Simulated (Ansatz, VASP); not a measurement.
Two plane-wave programs on CaSe

```
CELL_PARAMETERS angstrom
0.00000 3.39900 3.20100
3.39900 0.00000 3.20100
3.39900 3.39900 0.00000
ATOMIC_POSITIONS crystal
Ca 0.00000 0.00000 0.00000
Se 0.75000 0.75000 0.75000
```

Change from the starting cell: strain +0.030 along x and y, -0.030 along z, atoms carried along.

Alike in both runs: task single point; functional LDA; k mesh 6 × 6 × 6; occupations gaussian, width 0.05 eV; no spin polarisation.

```csv
,VASP,Ansatz
version,VASP 6.6.1,Ansatz 0.2.0
potentials or method,"VASP PAW LDA potentials, release 64 (Ca_sv, Se), cutoff 520 eV","scalar-relativistic, plane waves, PAW"
valence electrons in the cell,16,26
```

|  | VASP | Ansatz | Ansatz less VASP |
| --- | --- | --- | --- |
| gap on the k mesh at the Fermi level (eV) | 2.73 | 2.72 | -0.014 |
| least direct gap on the mesh (eV) | 2.83 | 2.81 | -0.016 |
| pressure (GPa) | -3.4 | -3.5 | -0.11 |
| traceless stress, the component that is largest in VASP (GPa) | 0.30 | 0.31 | +0.011 |

LDA's correlation is that of Perdew and Zunger in VASP and of Perdew and Wang (1992) in Ansatz. VASP's potentials hold 16 valence electrons a cell and Ansatz's 26, so a difference there can come from the potentials and not from the codes.
